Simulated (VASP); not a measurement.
# H16CO7 in VASP: notebook, part 2 of 3

VASP 6.6.1. Earlier steps stand in the parts before.

**3. Single point, PBE+D3(BJ)**

Input file INCAR:

```
SYSTEM = H16CO7
ALGO = Normal
EDIFF = 1E-6
ENCUT = 520
GGA = PE
ISIF = 2
ISMEAR = -1
IVDW = 12
LASPH = .True.
LCHARG = .False.
LREAL = Auto
LWAVE = .False.
NBANDS = 49
NELM = 80
PREC = Accurate
SIGMA = 0.05
```

Input file KPOINTS:

```
k-points
0
Gamma
  1 1 1
  0 0 0
```

Input file POSCAR:

```
H16CO7
1.0
    6.2743050000      0.0000000000      0.0000000000
    0.0000000000      6.2743050000      0.0000000000
    0.0000000000      0.0000000000      6.2743050000
O H C
7 16 1
Direct
    0.0699838468      0.7200160018      0.2501631655
    0.1726087591      0.5641581020      0.8285539195
    0.9347648863      0.1316002330      0.2521076039
    0.3861304160      0.2900560301      0.2159282980
    0.5063030885      0.6089439388      0.4527832166
    0.8159788216      0.3896367805      0.6340622587
    0.5596954563      0.1750472762      0.8659445150
    0.1561766602      0.6705922010      0.1251772109
    0.1426452810      0.6689665230      0.3790379970
    0.3076516044      0.4807066281      0.7901114147
    0.0450089691      0.4936004864      0.7816164499
    0.8234378150      0.1356484902      0.1462950877
    1.0010670505     -0.0100409527      0.2489199999
    0.2269733461      0.2957937174      0.2185102573
    0.4437463592      0.2517250915      0.0741914842
    0.4821091738      0.4918951183      0.3398304673
    0.5815942961      0.7235701803      0.3845206760
    0.6903712842      0.4704744191      0.5787095144
    0.8524609499      0.2911398155      0.5224004890
    0.4231703750     -0.0749086951      0.6986431166
    0.6559132844      0.2775446842      0.7911952001
    0.2706913355      0.1526862338      0.7152664717
    0.5008363476      0.1383101395      0.5343540041
    0.4382477422      0.0903845127      0.6902119039
```

Potentials or basis: VASP PAW PBE potentials, release 64 (O, H, C).

Run with:

```console
$ cat potpaw_PBE.64/O/POTCAR potpaw_PBE.64/H/POTCAR potpaw_PBE.64/C/POTCAR > POTCAR
$ mpirun -np 1 vasp_gam > vasp.out
```

OUTCAR:

```text
SYSTEM = H16CO7
   EDIFF = 1E-6
   ENCUT = 520
   GGA = PE
   ISIF = 2
   ISMEAR = -1
   IVDW = 12
   LASPH = .True.
   LREAL = Auto
   NELM = 80
   PREC = Accurate
 IVDW          = 12

 ion  position               nearest neighbor table
   1  0.070  0.720  0.250-   9 0.98   8 1.00
   2  0.173  0.564  0.829-  11 0.96  10 1.02
   3  0.935  0.132  0.252-  12 0.96  13 0.98
   4  0.386  0.290  0.216-  15 0.99  14 1.00
   5  0.506  0.609  0.453-  17 0.96  16 1.03
   6  0.816  0.390  0.634-  19 0.96  18 1.00
   7  0.560  0.175  0.866-  21 1.00  24 1.44
   8  0.156  0.671  0.125-   1 1.00
   9  0.143  0.669  0.379-   1 0.98
  10  0.308  0.481  0.790-   2 1.02
  11  0.045  0.494  0.782-   2 0.96
  12  0.823  0.136  0.146-   3 0.96
  13  0.001  0.990  0.249-   3 0.98
[... 8 lines left out ...]
  22  0.271  0.153  0.715-  24 1.13
  23  0.501  0.138  0.534-  24 1.10
  24  0.438  0.090  0.690-  20 1.04  23 1.10  22 1.13   7 1.44

  LATTYP: Found a simple cubic cell.
 ALAT       =     6.2743050000

  Lattice vectors:

 A1 = (   6.2743050000,   0.0000000000,   0.0000000000)
 A2 = (   0.0000000000,   6.2743050000,   0.0000000000)
 A3 = (   0.0000000000,   0.0000000000,   6.2743050000)

Analysis of symmetry for initial positions (statically):
=====================================================================
 Subroutine PRICEL returns:
 Original cell was already a primitive cell.

 Routine SETGRP: Setting up the symmetry group for a
 simple cubic supercell.

 Subroutine GETGRP returns: Found  1 space group operations
 (whereof  1 operations were pure point group operations)
 out of a pool of 48 trial point group operations.

The static configuration has the point symmetry C_1 .

Analysis of symmetry for dynamics (positions and initial velocities):
=====================================================================
 Subroutine PRICEL returns:
 Original cell was already a primitive cell.

 Routine SETGRP: Setting up the symmetry group for a
 simple cubic supercell.

 Subroutine GETGRP returns: Found  1 space group operations
 (whereof  1 operations were pure point group operations)
 out of a pool of 48 trial point group operations.

The dynamic configuration has the point symmetry C_1 .

 Subroutine INISYM returns: Found  1 space group operations
 (whereof  1 operations are pure point group operations),
 and found     1 'primitive' translations

----------------------------------------------------------------------------------------

                                     Primitive cell

  volume of cell :     247.0000

  direct lattice vectors                    reciprocal lattice vectors
     6.274305000  0.000000000  0.000000000     0.159380202  0.000000000  0.000000000
     0.000000000  6.274305000  0.000000000     0.000000000  0.159380202  0.000000000
     0.000000000  0.000000000  6.274305000     0.000000000  0.000000000  0.159380202

  length of vectors
     6.274305000  6.274305000  6.274305000     0.159380202  0.159380202  0.159380202

  position of ions in fractional coordinates (direct lattice)
     0.069983847  0.720016002  0.250163165
     0.172608759  0.564158102  0.828553920
     0.934764886  0.131600233  0.252107604
     0.386130416  0.290056030  0.215928298
     0.506303088  0.608943939  0.452783217
     0.815978822  0.389636780  0.634062259
[... 16 lines left out ...]
     0.500836348  0.138310139  0.534354004
     0.438247742  0.090384513  0.690211904

  ion indices of the primitive-cell ions
   primitive index   ion index
                 1           1
                 2           2
                 3           3
                 4           4
                 5           5
                 6           6
[... 16 lines left out ...]
                23          23
                24          24

----------------------------------------------------------------------------------------

 KPOINTS: k-points

Automatic generation of k-mesh.
 Grid dimensions read from file:
 generate k-points for:    1    1    1

 Generating k-lattice:

  Cartesian coordinates                     Fractional coordinates (reciprocal lattice)
     0.159380202  0.000000000  0.000000000     1.000000000  0.000000000  0.000000000
     0.000000000  0.159380202  0.000000000     0.000000000  1.000000000  0.000000000
     0.000000000  0.000000000  0.159380202     0.000000000  0.000000000  1.000000000

  Length of vectors
     0.159380202  0.159380202  0.159380202

  Shift w.r.t. Gamma in fractional coordinates (k-lattice)
     0.000000000  0.000000000  0.000000000

 Subroutine IBZKPT returns following result:
 ===========================================

 Found      1 irreducible k-points:

 Following reciprocal coordinates:
            Coordinates               Weight
  0.000000  0.000000  0.000000      1.000000
   k-points           NKPTS =      1   k-points in BZ     NKDIM =      1   number of bands    NBANDS=     49
   number of dos      NEDOS =    301   number of ions     NIONS =     24
   total plane-waves  NPLWV = 110592
   dimension x,y,z NGX =    48 NGY =   48 NGZ =   48
   dimension x,y,z NGXF=    96 NGYF=   96 NGZF=   96
   ions per type =               7  16   1
   NGX,Y,Z   is equivalent  to a cutoff of  12.72, 12.72, 12.72 a.u.
   NGXF,Y,Z  is equivalent  to a cutoff of  25.44, 25.44, 25.44 a.u.
 SYSTEM =  H16CO7
   PREC   = accura    normal or accurate (medium, high low for compatibility)
   ISTART =      0    job   : 0-new  1-cont  2-samecut
   ICHARG =      2    charge: 1-file 2-atom 10-const
   ISPIN  =      1    spin polarized calculation?
   LNONCOLLINEAR =      F non collinear calculations
   LSORBIT =      F    spin-orbit coupling
   LASPH  =      T    aspherical Exc in radial PAW
   ENCUT  =  520.0 eV  38.22 Ry    6.18 a.u.  11.67 11.67 11.67*2*pi/ulx,y,z
   NELM   =     80;   NELMIN=  2; NELMDL= -5     # of ELM steps
   EDIFF  = 0.1E-05   stopping-criterion for ELM
   LREAL  =      T    real-space projection
   EDIFFG = 0.1E-04   stopping-criterion for IOM
   NSW    =      0    number of steps for IOM
   IBRION =     -1    ionic relax: 0-MD 1-quasi-New 2-CG
   NFREE  =      0    steps in history (QN), initial steepest desc. (CG)
   ISIF   =      2    stress and relaxation
   ISYM   =      2    0-nonsym 1-usesym 2-fastsym
   POTIM  = 0.5000    time-step for ionic-motion
   TEBEG  =    0.0;   TEEND  =   0.0 temperature during run
   PSTRESS=    0.0 pullay stress
   NELECT =      62.0000    total number of electrons
   NUPDOWN=      -1.0000    fix difference up-down
   EMIN   =  10.00;   EMAX   =-10.00  energy-range for DOS
   EFERMI =   0.00;   METHOD = LEGACY
   ISMEAR =    -1;   SIGMA  =   0.05  broadening in eV -4-tet -1-fermi 0-gaus
   EFERMI_NEDOS =   21; number of points for ismear=-14 and -15
   IALGO  =     38    algorithm
   IMIX   =      4    mixing-type and parameters
     AMIX     =   0.40;   BMIX     =  1.00
     AMIX_MAG =   1.60;   BMIX_MAG =  1.00
  volume/ion in A,a.u.               =      10.29        69.45
  Fermi-wavevector in a.u.,A,eV,Ry     =   1.032697  1.951515 14.510124  1.066464
  Thomas-Fermi vector in A             =   2.166908
   LORBIT       =      0    0 simple, 1 ext, 2 COOP (PROOUT), +10 PAW based schemes
   GGA     = PE    functional components
   LHFCALC =     F    Hartree Fock is set to
   AEXX    =    0.0000 exact exchange contribution
   IVDW    =    12    specifies the selected vdW correction
   LEPSILON=     F    determine dielectric tensor
   LRPA    =     F    only Hartree local field effects (RPA)
 non-spin polarized calculation
  energy-cutoff  :      520.00
  volume of cell :      247.00
 maximum number of plane-waves:      3334
 NGX is ok and might be reduce to    48
   NGX = 23   NGY = 23   NGZ = 23

 number of electron      61.9999997 magnetization

 Free energy of the ion-electron system (eV)
  ---------------------------------------------------
  ext. energy  EPLUGINS =         0.00000000
  ---------------------------------------------------
  free energy    TOTEN  =      -117.88737773 eV

  energy without entropy =     -117.88737773  energy(sigma->0) =     -117.88737773

 E-fermi :  -2.2728     XC(G=0):  -6.6395

 val. band max:       -3.4944817147   @ k =   0.0000   0.0000   0.0000
 cond. band min:       1.2344719059   @ k =   0.0000   0.0000   0.0000
 fundamental gap:      4.7289536205
 Fermi energy:        -2.2727710660

 k-point     1 :       0.0000    0.0000    0.0000
  band No.  band energies     occupation
      1     -23.0473      2.00000
      2     -22.3929      2.00000
      3     -22.1759      2.00000
      4     -22.0536      2.00000
      5     -21.7016      2.00000
      6     -21.5631      2.00000
[... 35 lines left out ...]
     42       6.9879      0.00000
     43       7.2834      0.00000
 [bands above 43 left out]

------------------------ aborting loop because EDIFF is reached ----------------------------------------

 Edisp (eV)   -0.81872

 E8    (eV) :    -0.1705

  FORCE on cell =-STRESS in cart. coord.  units (eV):
  Direction    XX          YY          ZZ          XY          YZ          ZX
  --------------------------------------------------------------------------------------
  -------------------------------------------------------------------------------------
  Total      -1.94163     3.76716     0.40286     2.30185    -0.97619     0.98452
  in kB     -12.59450    24.43586     2.61318    14.93103    -6.33211     6.38613
  external pressure =        4.82 kB  Pullay stress =        0.00 kB

 VOLUME and BASIS-vectors are now :
 -----------------------------------------------------------------------------
  energy-cutoff  :      520.00
  volume of cell :      247.00
      direct lattice vectors                 reciprocal lattice vectors
     6.274305000  0.000000000  0.000000000     0.159380202  0.000000000  0.000000000
     0.000000000  6.274305000  0.000000000     0.000000000  0.159380202  0.000000000
     0.000000000  0.000000000  6.274305000     0.000000000  0.000000000  0.159380202

 POSITION                                       TOTAL-FORCE (eV/Angst)
 -----------------------------------------------------------------------------------
      0.43910      4.51760      1.56960         0.550265     -0.132773     -0.281192
      1.08300      3.53970      5.19860         2.832934      0.029410      0.482705
      5.86500      0.82570      1.58180         0.156849      0.844994      0.675546
      2.42270      1.81990      1.35480        -0.844744      0.543011      1.178301
      3.17670      3.82070      2.84090        -0.242207     -0.980451     -0.039725
      5.11970      2.44470      3.97830        -0.131519      0.532163      0.916143
[... 16 lines left out ...]
      3.14240      0.86780      3.35270        -0.019070      0.121120      0.039048
      2.74970      0.56710      4.33060        -1.622903      1.707516      0.697707
 -----------------------------------------------------------------------------------
    total drift:                               -0.002976      0.000213      0.004100

  FREE ENERGIE OF THE ION-ELECTRON SYSTEM (eV)
  ---------------------------------------------------
  free  energy   TOTEN  =      -118.7060994780 eV

  energy  without entropy=     -118.7060994779  energy(sigma->0) =     -118.70609948
```

Wall time 22 s (1 thread of Intel Xeon Platinum 8488C (Sapphire Rapids), shared host); peak memory 0.3 GiB.

What came out:

- Free energy: -118.7061 eV
- Pressure: 0.5 GPa
- Largest force: 2.874 eV/Å
- Band gap on the k mesh: 4.73 eV
- Dispersion energy per atom: -0.034 eV

Forces in eV/Å, atoms in the order of the input:
```
O    0.550 -0.133 -0.281
O    2.833  0.029  0.483
O    0.157  0.845  0.676
O   -0.845  0.543  1.178
O   -0.242 -0.980 -0.040
O   -0.132  0.532  0.916
O    0.193 -0.168 -0.378
H   -0.609  0.127  0.466
H    0.011  0.210 -0.368
H   -2.206  0.970  0.311
H   -0.605 -0.772 -0.657
H   -0.223 -0.205 -0.390
H   -0.050 -0.640 -0.108
H    0.894 -0.350 -0.403
H   -0.187 -0.217 -0.584
H   -0.258  0.379  0.277
H    0.327  0.443 -0.282
H    0.154  0.675 -0.481
H    0.432 -0.744 -0.950
H    0.143 -2.025  0.212
H    0.723 -0.085  0.294
H    0.581 -0.262 -0.627
H   -0.019  0.121  0.039
C   -1.623  1.708  0.698
```

Levels at points of the mesh, in eV from the valence-band top:
```
           k point  band 28  band 29  band 30  band 31  band 32  band 33  band 34  band 35
(0.00, 0.00, 0.00)    -0.59    -0.38    -0.23     0.00     4.73     7.58     7.84     7.98
```

Caveat: the k points lie up to 1.00 Å⁻¹ apart.

**4. Single point, PBE+D3(BJ)**

Input file INCAR:

```
SYSTEM = H16CO7
ALGO = Normal
EDIFF = 1E-7
ENCUT = 520
GGA = PE
ISIF = 2
ISMEAR = -1
IVDW = 12
LASPH = .TRUE.
LCHARG = .FALSE.
LREAL = Auto
LWAVE = .FALSE.
NBANDS = 49
NELM = 80
PREC = Accurate
SIGMA = 0.05
```

Input file KPOINTS:

```
k-points
0
G
  1 1 1
  0 0 0
```

Input file POSCAR:

```
H16CO7
1.0
    6.2743050000      0.0000000000      0.0000000000
    0.0000000000      6.2743050000      0.0000000000
    0.0000000000      0.0000000000      6.2743050000
O H C
7 16 1
Direct
    0.0760562325      0.6969058724      0.2357073811
    0.1841797617      0.5788210806      0.8241550259
    0.9123241538      0.1461197694      0.2647305160
    0.3442771749      0.2869959302      0.2447761146
    0.5084865973      0.6215987269      0.4417700447
    0.8431212700      0.4192177460      0.6199571108
    0.5223845510      0.2038632167      0.8505324494
    0.1174950851      0.6577142807      0.0884081982
    0.2095212139      0.6901640899      0.3203542066
    0.2713447944      0.4584252758      0.8336222099
    0.0700635369      0.5073390599      0.7427276806
    0.8293986346      0.1684648738      0.1396329952
    0.9509101008     -0.0047335920      0.2434054449
    0.1863313945      0.2894981994      0.2529841951
    0.3863535483      0.2459236521      0.0987041593
    0.4366220641      0.4987644050      0.3699852015
    0.5887664052      0.6879805811      0.3211351696
    0.7246858417      0.5154036981      0.5711230168
    0.8483489406      0.3161784453      0.5059524521
    0.4690240592     -0.1106576744      0.7183584477
    0.6311137249      0.2632323421      0.7593988498
    0.2341135791      0.0778891048      0.7336270710
    0.4546320270      0.0952137328      0.5399641873
    0.4096230579      0.0581897118      0.7037114071
```

Run with:

```console
$ cat potpaw_PBE.64/O/POTCAR potpaw_PBE.64/H/POTCAR potpaw_PBE.64/C/POTCAR > POTCAR
$ mpirun -np 1 vasp_gam > vasp.out
```

It took 21 s on 1 thread of Intel Xeon Platinum 8488C (Sapphire Rapids), shared host; peak memory 0.3 GiB.

Results (log left out):

```
Free energy                : -118.7111 eV
Pressure                   : 0.3 GPa
Largest force              : 2.778 eV/Å
Band gap on the k mesh     : 4.54 eV
Dispersion energy per atom : -0.034 eV
```

Forces in eV/Å, atoms in the order of the input:
```
O    0.290  0.471  0.274
O   -1.265  0.937 -0.146
O    0.398 -0.638  0.474
O   -0.433  0.115  0.096
O    0.661  0.818 -0.973
O   -0.812  0.261  0.619
O   -1.142 -1.055 -0.162
H    0.027 -0.030 -0.084
H   -0.697  0.214 -0.345
H    2.246 -1.541  0.547
H   -0.894  0.687 -0.244
H   -0.901  0.652 -0.956
H    0.498 -0.333  0.529
H    0.449 -0.300 -0.233
H    0.100  0.198  0.122
H    0.126 -0.546 -0.160
H   -0.462 -0.340  0.873
H    0.236  0.022  0.042
H    0.465 -0.654 -0.825
H   -0.713  0.711  0.577
H    1.110  0.899 -0.066
H    0.785 -0.395 -0.272
H   -0.374  0.540 -0.261
C    0.303 -0.692  0.573
```

Stress tensor (GPa, compression positive):
```
-0.01 -0.16  0.66
-0.16  0.53 -1.06
 0.66 -1.06  0.50
```

Levels at points of the mesh, in eV from the valence-band top:
```
           k point  band 28  band 29  band 30  band 31  band 32  band 33  band 34  band 35
(0.00, 0.00, 0.00)    -0.81    -0.43    -0.20     0.00     4.54     7.19     7.75     8.22
```

Caveat: the k points lie up to 1.00 Å⁻¹ apart.

(Part 2 of 3 ends here.)
